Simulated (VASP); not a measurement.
SrO: single point with PBEsol

The system is SrO.

```xyz
2
Lattice="3.0796 0.0000 0.0000 0.0000 3.0796 0.0000 0.0000 0.0000 3.0796" Properties=species:S:1:pos:R:3 pbc="T T T"
Sr    0.0000    0.0000    0.0000
O     1.5398    1.5398    1.5398
```

```
Program                : VASP 6.6.1
Task                   : single point
Functional             : PBEsol
Potentials or basis    : VASP PAW PBE potentials, release 64 (Sr_sv, O_h)
Cutoff                 : 1340 eV
k mesh                 : 8 × 8 × 8
Occupations            : fermi-dirac, width 0.02 eV
Spin                   : no spin polarisation
Dipole correction      : no
Further INCAR settings : ALGO = Normal; EDIFF = 1e-06; NBANDS = 15
```

The pressure is 0.8 GPa and the band gap on the k mesh is 2.66 eV (least direct gap 2.71 eV).

Levels at points of the mesh, in eV from the valence-band top:
| k point | band 4 | band 5 | band 6 | band 7 | band 8 | band 9 | band 10 | band 11 | band 12 | band 13 |
| --- | --- | --- | --- | --- | --- | --- | --- | --- | --- | --- |
| (0.00, 0.00, 0.00) | -14.82 | -14.82 | -0.05 | -0.05 | -0.05 | 2.66 | 2.66 | 4.81 | 10.80 | 10.80 |
| (0.50, 0.00, 0.00) | -14.59 | -13.69 | -3.08 | -0.69 | -0.69 | 3.86 | 7.52 | 9.54 | 9.54 | 10.68 |
| (0.50, 0.50, 0.00) | -15.30 | -14.41 | -1.22 | -1.22 | 0.00 | 4.16 | 4.60 | 7.66 | 7.66 | 13.40 |
| (0.50, 0.50, 0.50) | -16.00 | -14.89 | -3.10 | -3.10 | -3.10 | 8.48 | 8.48 | 8.48 | 13.71 | 13.72 |

Wall time 47 s on 1 thread of Intel(R) Xeon(R) Platinum 8488C (Sapphire Rapids) (shared host), peak memory 0.28 GiB.

Caveat: the structure was generated, so it needn't be the stable form of SrO; the PAW data sets were made with another functional, which shifts forces and pressure a little. A k mesh can miss the band edges.
